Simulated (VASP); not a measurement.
# Zr in VASP: a series of runs

Runs on Zr. Level: PBE. Tasks: single point.

Everything below comes from runs of VASP 6.6.1. Logs are shortened: lines on timing, memory, paths and dates and some standing lists are left out, and cuts for length are marked.

### 1 The cell of the first run

The cell holds a slab with vacuum, 6 atoms: a = 3.231 Å, b = 3.231 Å, c = 28.938 Å, α = 90.00°, β = 90.00°, γ = 120.00°.

### 2 Single point, PBE

INCAR reads:

```
ALGO     = Normal         # electronic algorithm
DIPOL    = 0.5 0.5 0.500
EDIFF    = 1E-7           # SCF threshold, eV
ENCUT    = 520            # plane-wave cutoff, eV
GGA      = PE             # functional
IDIPOL   = 3            
ISIF     = 2              # what is computed and relaxed
ISMEAR   = -1             # smearing method
LASPH    = True           # aspherical terms in the spheres
LCHARG   = False          # write CHGCAR
LDIPOL   = True         
LREAL    = False          # projectors in reciprocal space
LWAVE    = False          # write WAVECAR
NBANDS   = 45             # bands
NELM     = 60             # most SCF steps
PREC     = Accurate       # precision mode
SIGMA    = 0.08           # smearing width, eV
```

KPOINTS reads:

```
k-points
0
Gamma
  15 15 1
```

POSCAR reads:

```
Zr
1.0
    3.2310992966      0.0000000000      0.0000000000
   -1.6155496483      2.7982140730      0.0000000000
    0.0000000000      0.0000000000     28.9378000000
Zr
6
Direct
    0.8333333330      0.1666666670      0.2764543342
    0.1666666670      0.8333333330      0.3658726005
    0.8333333330      0.1666666670      0.4552908668
    0.1666666670      0.8333333330      0.5447091332
    0.8333333330      0.1666666670      0.6341273995
    0.1666666670      0.8333333330      0.7235456658
```

Potentials or basis: VASP PAW PBE potentials, release 64 (Zr_sv).

Started as:

```sh
cat potpaw_PBE.64/Zr_sv/POTCAR > POTCAR
mpirun -np 1 vasp_std > vasp.out
```

OUTCAR:

```text
EDIFF = 1E-7
   ENCUT = 520
   GGA = PE
   ISIF = 2
   ISMEAR = -1
   LASPH = True
   LREAL = False
   NELM = 60
   PREC = Accurate

 ion  position               nearest neighbor table
   1  0.833  0.167  0.276-   2 3.19   2 3.19   2 3.19
   2  0.167  0.833  0.366-   1 3.19   3 3.19   1 3.19   3 3.19   1 3.19   3 3.19
   3  0.833  0.167  0.455-   2 3.19   2 3.19   4 3.19   4 3.19   2 3.19   4 3.19
   4  0.167  0.833  0.545-   5 3.19   5 3.19   3 3.19   3 3.19   5 3.19   3 3.19
   5  0.833  0.167  0.634-   4 3.19   6 3.19   4 3.19   6 3.19   4 3.19   6 3.19
   6  0.167  0.833  0.724-   5 3.19   5 3.19   5 3.19

  LATTYP: Found a hexagonal cell.
 ALAT       =     3.2310992966
 C/A-ratio  =     8.9560231190

  Lattice vectors:

 A1 = (   3.2310992966,   0.0000000000,   0.0000000000)
 A2 = (  -1.6155496483,   2.7982140730,   0.0000000000)
 A3 = (   0.0000000000,   0.0000000000,  28.9378000000)

Analysis of symmetry for initial positions (statically):
=====================================================================
 Subroutine PRICEL returns:
 Original cell was already a primitive cell.

 Routine SETGRP: Setting up the symmetry group for a
 hexagonal supercell.

 Subroutine GETGRP returns: Found 12 space group operations
 (whereof  4 operations were pure point group operations)
 out of a pool of 24 trial point group operations.

The static configuration has the point symmetry C_2h.
 The point group associated with its full space group is D_3d.

Analysis of symmetry for dynamics (positions and initial velocities):
=====================================================================
 Subroutine PRICEL returns:
 Original cell was already a primitive cell.

 Routine SETGRP: Setting up the symmetry group for a
 hexagonal supercell.

 Subroutine GETGRP returns: Found 12 space group operations
 (whereof  4 operations were pure point group operations)
 out of a pool of 24 trial point group operations.

The dynamic configuration has the point symmetry C_2h.
 The point group associated with its full space group is D_3d.

 Subroutine INISYM returns: Found 12 space group operations
 (whereof  4 operations are pure point group operations),
 and found     1 'primitive' translations

----------------------------------------------------------------------------------------

                                     Primitive cell

  volume of cell :     261.6355

  direct lattice vectors                    reciprocal lattice vectors
     3.231099297  0.000000000  0.000000000     0.309492191  0.178685400  0.000000000
    -1.615549648  2.798214073  0.000000000     0.000000000  0.357370799  0.000000000
     0.000000000  0.000000000 28.937800000     0.000000000  0.000000000  0.034556877

[... 105 lines left out ...]
   EFERMI =   0.00;   METHOD = LEGACY
   ISMEAR =    -1;   SIGMA  =   0.08  broadening in eV -4-tet -1-fermi 0-gaus
   EFERMI_NEDOS =   21; number of points for ismear=-14 and -15
   IALGO  =     38    algorithm
   IMIX   =      4    mixing-type and parameters
     AMIX     =   0.40;   BMIX     =  1.00
     AMIX_MAG =   1.60;   BMIX_MAG =  1.00
  volume/ion in A,a.u.               =      43.61       294.27
  Fermi-wavevector in a.u.,A,eV,Ry     =   1.064846  2.012267 15.427601  1.133897
  Thomas-Fermi vector in A             =   2.200378
   LORBIT       =      0    0 simple, 1 ext, 2 COOP (PROOUT), +10 PAW based schemes
   GGA     = PE    functional components
   LHFCALC =     F    Hartree Fock is set to
   AEXX    =    0.0000 exact exchange contribution
   IVDW    =     0    specifies the selected vdW correction
   LEPSILON=     F    determine dielectric tensor
   LRPA    =     F    only Hartree local field effects (RPA)
 non-spin polarized calculation
  energy-cutoff  :      520.00
  volume of cell :      261.64
 maximum number of plane-waves:      7124
   NGX = 13   NGY = 13   NGZ =107

 dipolmoment           0.000000      0.000000      0.000000 electrons x Angstroem

 number of electron      72.0000001 magnetization

 dipolmoment           0.000000      0.000000     -0.000000 electrons x Angstroem

 Free energy of the ion-electron system (eV)
  ---------------------------------------------------
  ext. energy  EPLUGINS =         0.00000000
  ---------------------------------------------------
  free energy    TOTEN  =       -49.31644183 eV

  energy without entropy =      -49.12300656  energy(sigma->0) =      -49.21972419

 E-fermi :   2.9497     XC(G=0):  -6.6446

 val. band max:        2.9423401463   @ k =   0.2000   0.0000   0.0000
 cond. band min:       2.9587424578   @ k =   0.3333   0.3333   0.0000
 fundamental gap:      0.0164023114
 Fermi energy:         2.9497451164

 k-point     1 :       0.0000    0.0000    0.0000
  band No.  band energies     occupation
      1     -46.0893      2.00000
      2     -46.0892      2.00000
      3     -45.8303      2.00000
      4     -45.7826      2.00000
      5     -45.7341      2.00000
      6     -45.7075      2.00000
[... 1141 lines left out ...]
     44       4.6192      0.00000
     45       4.8107      0.00000

 [... further k-points ...]

------------------------ aborting loop because EDIFF is reached ----------------------------------------

 vacuum level on the upper side and lower side of the slab       (xc-potential included)        -0.163        -0.163

  FORCE on cell =-STRESS in cart. coord.  units (eV):
  Direction    XX          YY          ZZ          XY          YZ          ZX
  --------------------------------------------------------------------------------------
  -------------------------------------------------------------------------------------
  Total       -2.3149357     -2.3149357     -2.1023669      0.0000000      0.0000000      0.0000000
  in kB      -14.1759695    -14.1759695    -12.8742619      0.0000000      0.0000000      0.0000000
  external PRESSURE =     -13.7420670 kB  Pullay stress =       0.0000000 kB

 VOLUME and BASIS-vectors are now :
 -----------------------------------------------------------------------------
  energy-cutoff  :      520.00
  volume of cell :      261.64
      direct lattice vectors                 reciprocal lattice vectors
     3.231099297  0.000000000  0.000000000     0.309492191  0.178685400  0.000000000
    -1.615549648  2.798214073  0.000000000     0.000000000  0.357370799  0.000000000
     0.000000000  0.000000000 28.937800000     0.000000000  0.000000000  0.034556877

 POSITION                                       TOTAL-FORCE (eV/Angst)
 -----------------------------------------------------------------------------------
      2.42332      0.46637      7.99998         0.000000     -0.000000      0.484950
     -0.80777      2.33185     10.58755         0.000000     -0.000000     -0.540280
      2.42332      0.46637     13.17512        -0.000000      0.000000     -0.012324
     -0.80777      2.33185     15.76268        -0.000000      0.000000      0.012324
      2.42332      0.46637     18.35025         0.000000     -0.000000      0.540280
     -0.80777      2.33185     20.93782        -0.000000     -0.000000     -0.484950
 -----------------------------------------------------------------------------------
    total drift:                                0.000000      0.000000     -0.000000

  FREE ENERGIE OF THE ION-ELECTRON SYSTEM (eV)
  ---------------------------------------------------
  free  energy   TOTEN  =       -49.3164418252 eV

  energy  without entropy=      -49.1230065585  energy(sigma->0) =      -49.21972419

 vacuum level on the upper side and lower side of the slab         7.016         7.016
```

stdout:

```text
POSCAR found type information on POSCAR Zr
 POSCAR found :  1 types and       6 ions
 scaLAPACK will be used
 LDA part: xc-table for (Slater+PW92), standard interpolation
 POSCAR, INCAR and KPOINTS ok, starting setup
 FFT: planning ... GRIDC
 FFT: planning ... GRID_SOFT
 FFT: planning ... GRID
 WAVECAR not read
 entering main loop
```

It took 12 min on 1 thread of Intel Xeon Platinum 8259CL at 2.50GHz (Skylake/Cascade Lake), shared host; peak memory 0.47 GiB.

What came out:

```
Free energy            : -49.3164 eV
Largest force          : 0.540 eV/Å
Band gap on the k mesh : zero (bands 36 and 37 overlap by 1.34 eV)
```

Forces on the atoms (eV/Å):
```
Zr   0.000  0.000  0.485
Zr   0.000  0.000 -0.540
Zr   0.000  0.000 -0.012
Zr   0.000  0.000  0.012
Zr   0.000  0.000  0.540
Zr   0.000  0.000 -0.485
```

### 3 Single point, PBE

INCAR reads:

```
ALGO = Normal
DIPOL = 0.5 0.5 0.500
EDIFF = 1E-6
ENCUT = 520
GGA = PE
IDIPOL = 3
ISIF = 2
ISMEAR = -1
LASPH = T
LCHARG = F
LDIPOL = T
LREAL = F
LWAVE = F
NBANDS = 45
NELM = 80
PREC = Accurate
SIGMA = 0.08
```

KPOINTS is that of step 2.

POSCAR reads:

```
Zr
1.0
    3.2310992966      0.0000000000      0.0000000000
   -1.6155496483      2.7982140730      0.0000000000
    0.0000000000      0.0000000000     28.9378000000
Zr
6
Direct
    0.8333333333      0.1666666667      0.2802547923
    0.1666666667      0.8333333333      0.3643158402
    0.8333333333      0.1666666667      0.4552884118
    0.1666666667      0.8333333333      0.5447115849
    0.8333333333      0.1666666667      0.6356841598
    0.1666666667      0.8333333333      0.7197452110
```

Potentials or basis: VASP PAW PBE potentials, release 64 (Zr_sv).

Started as:

```sh
cat potpaw_PBE.64/Zr_sv/POTCAR > POTCAR
mpirun -np 1 vasp_std > vasp.out
```

Wall time 11 min (1 thread of Intel Xeon Platinum 8259CL at 2.50GHz (Skylake/Cascade Lake), shared host); peak memory 0.47 GiB.

It converged, with:

- Free energy: -49.4027 eV
- Band gap on the k mesh: zero (bands 36 and 37 overlap by 1.29 eV)

Forces in eV/Å, atoms in the order of the input:
```
Zr   0.000  0.000 -0.002
Zr   0.000  0.000 -0.002
Zr   0.000  0.000  0.002
Zr   0.000  0.000 -0.002
Zr   0.000  0.000  0.002
Zr   0.000  0.000  0.002
```

Levels at points of the mesh, in eV from the Fermi level:
```tsv
k point	band 33	band 34	band 35	band 36	band 37	band 38
(0.00, 0.00, 0.00)	0.37	0.42	0.73	0.73	0.73	0.73
```
